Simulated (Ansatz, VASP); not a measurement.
MnS: VASP beside Ansatz

```
Mn S
1.0
     0.00000    2.85131    2.85131
     2.85131    0.00000    2.85131
     2.85131    2.85131    0.00000
Mn S
1 1
Direct
  0.00000 0.00000 0.00000
  0.25000 0.25000 0.25000
```

Alike in both runs: task single point; functional r2SCAN; k mesh 12 × 12 × 12; occupations gaussian, width 0.02 eV; collinear spin.

|  | VASP | Ansatz |
| --- | --- | --- |
| version | VASP 6.6.1 | Ansatz 0.2.0 |
| potentials or method | VASP PAW PBE potentials, release 64 (Mn_pv, S), cutoff 520 eV | scalar-relativistic, plane waves, PAW |
| valence electrons in the cell | 19 | 21 |

```tsv
	VASP	Ansatz	Ansatz less VASP
gap on the k mesh at the Fermi level (eV)	0.91	0.91	+0.004
least direct gap on the mesh (eV)	1.21	1.20	-0.012
pressure (GPa)	-1.8	-1.8	0.00
net moment per atom (μB)	2.50	2.50	0.000
size of the moment on the site where the two differ most (μB)	4.49	4.36	-0.131
```

VASP's potentials were made for PBE, not for r2SCAN. Site moments also hang on the region over which each program counts them. VASP's potentials hold 19 valence electrons a cell and Ansatz's 21, so a difference there can come from the potentials and not from the codes. Ansatz's warnings: stability check not made.
